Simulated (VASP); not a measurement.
# NaLi3S (Pm-3m) in VASP: a series of runs

The runs below take NaLi3S through single point, relaxation of cell and atoms, with PBE.

Everything below comes from runs of VASP 6.6.1. Logs are shortened: lines on timing, memory, paths and dates and some standing lists are left out, and cuts for length are marked.

### 1 The cell of the first run

Symmetry: Pm-3m, No. 221, cubic system. Conventional cell: a = 4.859 Å, b = 4.859 Å, c = 4.859 Å, α = 90.00°, β = 90.00°, γ = 90.00°. Within 3.2 Å of Na (site symmetry m-3m) lie 6 Li at 2.43 Å. Within 3.2 Å of Li (site symmetry 4/mmm) lie 2 Na at 2.43 Å. S (site symmetry m-3m) has 12 Li at 3.44 Å and 8 Na at 4.21 Å within 4.5 Å.

The cell was built from a structure type or drawn by symmetry, and may not be a known phase.

### 2 Single point, PBE

The input, INCAR:

```
PREC = Accurate
ENCUT = 520
EDIFF = 1E-7
ISMEAR = 0
SIGMA = 0.02
LREAL = False
LASPH = True
NELM = 100
ALGO = Fast
ISIF = 2
LWAVE = False
LCHARG = False
GGA = PE
NBANDS = 19
```

The input, KPOINTS:

```
Automatic mesh
0
Gamma
  8 8 8
```

The input, POSCAR:

```
NaLi3S
1.0
    4.8587277013      0.0000000000      0.0000000000
    0.0000000000      4.8587277013      0.0000000000
    0.0000000000      0.0000000000      4.8587277013
Na Li S
1 3 1
Direct
    0.5000000000      0.5000000000      0.5000000000
    0.0000000000      0.5000000000      0.5000000000
    0.5000000000      0.0000000000      0.5000000000
    0.5000000000      0.5000000000      0.0000000000
    0.0000000000      0.0000000000      0.0000000000
```

Potentials or basis: VASP PAW PBE potentials, release 64 (Na_pv, Li_sv, S).

Run with:

```console
> cat potpaw_PBE.64/Na_pv/POTCAR potpaw_PBE.64/Li_sv/POTCAR potpaw_PBE.64/S/POTCAR > POTCAR
> mpirun -np 1 vasp_std > vasp.out
```

OUTCAR:

```text
PREC = Accurate
   ENCUT = 520
   EDIFF = 1E-7
   ISMEAR = 0
   LREAL = False
   LASPH = True
   NELM = 100
   ISIF = 2
   GGA = PE

 ion  position               nearest neighbor table
   1  0.500  0.500  0.500-   2 2.43   3 2.43   4 2.43   4 2.43   3 2.43   2 2.43
   2  0.000  0.500  0.500-   1 2.43   1 2.43
   3  0.500  0.000  0.500-   1 2.43   1 2.43
   4  0.500  0.500  0.000-   1 2.43   1 2.43
   5  0.000  0.000  0.000-

  LATTYP: Found a simple cubic cell.
 ALAT       =     4.8587277013

  Lattice vectors:

 A1 = (   4.8587277013,   0.0000000000,   0.0000000000)
 A2 = (   0.0000000000,   4.8587277013,   0.0000000000)
 A3 = (   0.0000000000,   0.0000000000,   4.8587277013)

Analysis of symmetry for initial positions (statically):
=====================================================================
 Subroutine PRICEL returns:
 Original cell was already a primitive cell.

 Routine SETGRP: Setting up the symmetry group for a
 simple cubic supercell.

 Subroutine GETGRP returns: Found 48 space group operations
 (whereof 48 operations were pure point group operations)
 out of a pool of 48 trial point group operations.

The static configuration has the point symmetry O_h .

Analysis of symmetry for dynamics (positions and initial velocities):
=====================================================================
 Subroutine PRICEL returns:
 Original cell was already a primitive cell.

 Routine SETGRP: Setting up the symmetry group for a
 simple cubic supercell.

 Subroutine GETGRP returns: Found 48 space group operations
 (whereof 48 operations were pure point group operations)
 out of a pool of 48 trial point group operations.

The dynamic configuration has the point symmetry O_h .

 Subroutine INISYM returns: Found 48 space group operations
 (whereof 48 operations are pure point group operations),
 and found     1 'primitive' translations

----------------------------------------------------------------------------------------

                                     Primitive cell

  volume of cell :     114.7011

  direct lattice vectors                    reciprocal lattice vectors
     4.858727701  0.000000000  0.000000000     0.205815197  0.000000000  0.000000000
     0.000000000  4.858727701  0.000000000     0.000000000  0.205815197  0.000000000
     0.000000000  0.000000000  4.858727701     0.000000000  0.000000000  0.205815197

  length of vectors
     4.858727701  4.858727701  4.858727701     0.205815197  0.205815197  0.205815197

  position of ions in fractional coordinates (direct lattice)
     0.500000000  0.500000000  0.500000000
     0.000000000  0.500000000  0.500000000
     0.500000000  0.000000000  0.500000000
     0.500000000  0.500000000  0.000000000
     0.000000000  0.000000000  0.000000000

  ion indices of the primitive-cell ions
   primitive index   ion index
                 1           1
                 2           2
                 3           3
                 4           4
                 5           5

----------------------------------------------------------------------------------------

 KPOINTS: Automatic mesh

Automatic generation of k-mesh.
 Grid dimensions read from file:
 generate k-points for:    8    8    8

 Generating k-lattice:

  Cartesian coordinates                     Fractional coordinates (reciprocal lattice)
     0.025726900  0.000000000  0.000000000     0.125000000  0.000000000  0.000000000
     0.000000000  0.025726900  0.000000000     0.000000000  0.125000000  0.000000000
     0.000000000  0.000000000  0.025726900     0.000000000  0.000000000  0.125000000

  Length of vectors
     0.025726900  0.025726900  0.025726900

  Shift w.r.t. Gamma in fractional coordinates (k-lattice)
     0.000000000  0.000000000  0.000000000

 Subroutine IBZKPT returns following result:
 ===========================================

 Found     35 irreducible k-points:

 Following reciprocal coordinates:
            Coordinates               Weight
  0.000000  0.000000  0.000000      1.000000
  0.125000  0.000000  0.000000      6.000000
  0.250000  0.000000  0.000000      6.000000
  0.375000  0.000000  0.000000      6.000000
  0.500000  0.000000  0.000000      3.000000
  0.125000  0.125000  0.000000     12.000000
[... 16 lines left out ...]
  0.375000  0.375000  0.125000     24.000000
  0.500000  0.375000  0.125000     24.000000
 [... further k-points ...]
   k-points           NKPTS =     35   k-points in BZ     NKDIM =     35   number of bands    NBANDS=     19
   number of dos      NEDOS =    301   number of ions     NIONS =      5
   total plane-waves  NPLWV =  46656
   dimension x,y,z NGX =    36 NGY =   36 NGZ =   36
   dimension x,y,z NGXF=    72 NGYF=   72 NGZF=   72
   ions per type =               1   3   1
   NGX,Y,Z   is equivalent  to a cutoff of  12.32, 12.32, 12.32 a.u.
   NGXF,Y,Z  is equivalent  to a cutoff of  24.64, 24.64, 24.64 a.u.
 SYSTEM =  unknown system
   PREC   = accura    normal or accurate (medium, high low for compatibility)
   ISTART =      0    job   : 0-new  1-cont  2-samecut
   ICHARG =      2    charge: 1-file 2-atom 10-const
   ISPIN  =      1    spin polarized calculation?
   LNONCOLLINEAR =      F non collinear calculations
   LSORBIT =      F    spin-orbit coupling
   LASPH  =      T    aspherical Exc in radial PAW
   ENCUT  =  520.0 eV  38.22 Ry    6.18 a.u.   9.03  9.03  9.03*2*pi/ulx,y,z
   NELM   =    100;   NELMIN=  2; NELMDL= -5     # of ELM steps
   EDIFF  = 0.1E-06   stopping-criterion for ELM
   LREAL  =      F    real-space projection
   EDIFFG = 0.1E-05   stopping-criterion for IOM
   NSW    =      0    number of steps for IOM
   IBRION =     -1    ionic relax: 0-MD 1-quasi-New 2-CG
   NFREE  =      0    steps in history (QN), initial steepest desc. (CG)
   ISIF   =      2    stress and relaxation
   ISYM   =      2    0-nonsym 1-usesym 2-fastsym
   POTIM  = 0.5000    time-step for ionic-motion
   TEBEG  =    0.0;   TEEND  =   0.0 temperature during run
   PSTRESS=    0.0 pullay stress
   NELECT =      22.0000    total number of electrons
   NUPDOWN=      -1.0000    fix difference up-down
   EMIN   =  10.00;   EMAX   =-10.00  energy-range for DOS
   EFERMI =   0.00;   METHOD = LEGACY
   ISMEAR =     0;   SIGMA  =   0.02  broadening in eV -4-tet -1-fermi 0-gaus
   EFERMI_NEDOS =   21; number of points for ismear=-14 and -15
   IALGO  =     68    algorithm
   IMIX   =      4    mixing-type and parameters
     AMIX     =   0.40;   BMIX     =  1.00
     AMIX_MAG =   1.60;   BMIX_MAG =  1.00
  volume/ion in A,a.u.               =      22.94       154.81
  Fermi-wavevector in a.u.,A,eV,Ry     =   0.944118  1.784125 12.127685  0.891360
  Thomas-Fermi vector in A             =   2.071892
   LORBIT       =      0    0 simple, 1 ext, 2 COOP (PROOUT), +10 PAW based schemes
   GGA     = PE    functional components
   LHFCALC =     F    Hartree Fock is set to
   AEXX    =    0.0000 exact exchange contribution
   IVDW    =     0    specifies the selected vdW correction
   LEPSILON=     F    determine dielectric tensor
   LRPA    =     F    only Hartree local field effects (RPA)
 non-spin polarized calculation
 RMM-DIIS sequential band-by-band and
 Gauss-broadening in eV      SIGMA  =   0.02
  energy-cutoff  :      520.00
  volume of cell :      114.70
 maximum number of plane-waves:      3136
   NGX = 19   NGY = 19   NGZ = 19

 number of electron      21.9999968 magnetization

 Free energy of the ion-electron system (eV)
  ---------------------------------------------------
  ext. energy  EPLUGINS =         0.00000000
  ---------------------------------------------------
  free energy    TOTEN  =        -9.92914218 eV

  energy without entropy =       -9.92914217  energy(sigma->0) =       -9.92914218

 E-fermi :   1.3422     XC(G=0):  -7.3479

 val. band max:        1.2772354283   @ k =   0.5000   0.1250   0.0000
 cond. band min:       1.4072462003   @ k =   0.5000   0.1250   0.0000
 fundamental gap:      0.1300107721
 Fermi energy:         1.3422401925

 k-point     1 :       0.0000    0.0000    0.0000
  band No.  band energies     occupation
      1     -46.5779      2.00000
      2     -46.5738      2.00000
      3     -46.5738      2.00000
      4     -24.3081      2.00000
      5     -24.3081      2.00000
      6     -24.3081      2.00000
[... 11 lines left out ...]
     18       7.7434      0.00000
     19       7.7439      0.00000

 k-point     2 :       0.1250    0.0000    0.0000
  band No.  band energies     occupation
      1     -46.5778      2.00000
      2     -46.5740      2.00000
      3     -46.5738      2.00000
      4     -24.3081      2.00000
      5     -24.3081      2.00000
      6     -24.3077      2.00000
[... 11 lines left out ...]
     18       7.0777      0.00000
     19       7.5514      0.00000

 k-point     3 :       0.2500    0.0000    0.0000
  band No.  band energies     occupation
      1     -46.5775      2.00000
      2     -46.5745      2.00000
      3     -46.5738      2.00000
      4     -24.3081      2.00000
      5     -24.3081      2.00000
      6     -24.3066      2.00000
[... 11 lines left out ...]
     18       6.5177      0.00000
     19       7.1508      0.00000

 k-point     4 :       0.3750    0.0000    0.0000
  band No.  band energies     occupation
      1     -46.5770      2.00000
      2     -46.5750      2.00000
      3     -46.5738      2.00000
      4     -24.3080      2.00000
      5     -24.3080      2.00000
      6     -24.3055      2.00000
[... 11 lines left out ...]
     18       6.5918      0.00000
     19       6.8116      0.00000

 k-point     5 :       0.5000    0.0000    0.0000
  band No.  band energies     occupation
      1     -46.5766      2.00000
      2     -46.5755      2.00000
      3     -46.5738      2.00000
      4     -24.3080      2.00000
      5     -24.3080      2.00000
      6     -24.3050      2.00000
[... 11 lines left out ...]
     18       6.7934      0.00000
     19       7.0598      0.00000

 k-point     6 :       0.1250    0.1250    0.0000
  band No.  band energies     occupation
      1     -46.5777      2.00000
      2     -46.5740      2.00000
      3     -46.5739      2.00000
      4     -24.3081      2.00000
      5     -24.3077      2.00000
      6     -24.3077      2.00000
[... 11 lines left out ...]
     18       6.6889      0.00000
     19       7.7764      0.00000

 k-point     7 :       0.2500    0.1250    0.0000
  band No.  band energies     occupation
      1     -46.5774      2.00000
      2     -46.5745      2.00000
      3     -46.5739      2.00000
      4     -24.3080      2.00000
      5     -24.3076      2.00000
      6     -24.3066      2.00000
[... 11 lines left out ...]
     18       6.2167      0.00000
     19       7.5677      0.00000

 k-point     8 :       0.3750    0.1250    0.0000
  band No.  band energies     occupation
      1     -46.5769      2.00000
      2     -46.5751      2.00000
      3     -46.5739      2.00000
      4     -24.3080      2.00000
      5     -24.3076      2.00000
      6     -24.3055      2.00000
[... 256 lines left out ...]
 k-point    20 :       0.2500    0.2500    0.1250
  band No.  band energies     occupation
      1     -46.5770      2.00000
      2     -46.5746      2.00000
      3     -46.5743      2.00000
      4     -24.3076      2.00000
      5     -24.3065      2.00000
      6     -24.3065      2.00000
[... 11 lines left out ...]
     18       6.6844      0.00000
     19       6.7635      0.00000

 k-point    21 :       0.3750    0.2500    0.1250
  band No.  band energies     occupation
      1     -46.5765      2.00000
      2     -46.5751      2.00000
      3     -46.5744      2.00000
      4     -24.3075      2.00000
      5     -24.3065      2.00000
      6     -24.3054      2.00000
[... 11 lines left out ...]
     18       6.8060      0.00000
     19       7.4682      0.00000

 k-point    22 :       0.5000    0.2500    0.1250
  band No.  band energies     occupation
      1     -46.5762      2.00000
      2     -46.5755      2.00000
      3     -46.5744      2.00000
      4     -24.3075      2.00000
      5     -24.3064      2.00000
      6     -24.3050      2.00000
[... 11 lines left out ...]
     18       7.1873      0.00000
     19       7.4019      0.00000

 k-point    23 :       0.3750    0.3750    0.1250
  band No.  band energies     occupation
      1     -46.5762      2.00000
      2     -46.5752      2.00000
      3     -46.5747      2.00000
      4     -24.3075      2.00000
      5     -24.3054      2.00000
      6     -24.3054      2.00000
[... 11 lines left out ...]
     18       7.0135      0.00000
     19       7.9746      0.00000

 k-point    24 :       0.5000    0.3750    0.1250
  band No.  band energies     occupation
      1     -46.5758      2.00000
      2     -46.5755      2.00000
      3     -46.5748      2.00000
      4     -24.3075      2.00000
      5     -24.3054      2.00000
      6     -24.3049      2.00000
[... 11 lines left out ...]
     18       7.1479      0.00000
     19       8.0788      0.00000

 [... further k-points ...]

------------------------ aborting loop because EDIFF is reached ----------------------------------------

  FORCE on cell =-STRESS in cart. coord.  units (eV):
  Direction    XX          YY          ZZ          XY          YZ          ZX
  --------------------------------------------------------------------------------------
  -------------------------------------------------------------------------------------
  Total       -0.0181657     -0.0181657     -0.0181657      0.0000000      0.0000000     -0.0000000
  in kB       -0.2537438     -0.2537438     -0.2537438      0.0000000      0.0000000     -0.0000000
  external PRESSURE =      -0.2537438 kB  Pullay stress =       0.0000000 kB

 VOLUME and BASIS-vectors are now :
 -----------------------------------------------------------------------------
  energy-cutoff  :      520.00
  volume of cell :      114.70
      direct lattice vectors                 reciprocal lattice vectors
     4.858727701  0.000000000  0.000000000     0.205815197  0.000000000  0.000000000
     0.000000000  4.858727701  0.000000000     0.000000000  0.205815197  0.000000000
     0.000000000  0.000000000  4.858727701     0.000000000  0.000000000  0.205815197

 POSITION                                       TOTAL-FORCE (eV/Angst)
 -----------------------------------------------------------------------------------
      2.42936      2.42936      2.42936         0.000000      0.000000      0.000000
      0.00000      2.42936      2.42936         0.000000      0.000000      0.000000
      2.42936      0.00000      2.42936         0.000000      0.000000      0.000000
      2.42936      2.42936      0.00000         0.000000      0.000000      0.000000
      0.00000      0.00000      0.00000         0.000000      0.000000      0.000000
 -----------------------------------------------------------------------------------
    total drift:                                0.000000      0.000000      0.000000

  FREE ENERGIE OF THE ION-ELECTRON SYSTEM (eV)
  ---------------------------------------------------
  free  energy   TOTEN  =        -9.9291421824 eV

  energy  without entropy=       -9.9291421688  energy(sigma->0) =       -9.92914218
```

It took 96 s on 1 thread of Intel Xeon 6975P-C (Granite Rapids), shared host; peak memory 0.24 GiB.

What came out:

```
Free energy            : -9.9291 eV
Band gap on the k mesh : 0.13 eV
```

Levels at points of the mesh, in eV from the valence-band top:
| k point | band 9 | band 10 | band 11 | band 12 | band 13 | band 14 |
| --- | --- | --- | --- | --- | --- | --- |
| (0.00, 0.00, 0.00) | -1.83 | -1.83 | -1.83 | 2.40 | 2.40 | 2.40 |
| (0.50, 0.00, 0.00) | -1.55 | -1.55 | -0.16 | 0.28 | 1.87 | 1.87 |
| (0.50, 0.50, 0.00) | -2.66 | -1.38 | -1.36 | 1.45 | 2.41 | 2.41 |
| (0.50, 0.50, 0.50) | -2.42 | -2.42 | -0.86 | 1.19 | 1.19 | 1.19 |

Caveat: the cutoff is under 1.25 times the usual one of these potentials, so pressure, stress and relaxed cells hold a basis-set (Pulay) error.

(Continued in part 2 of 2.)
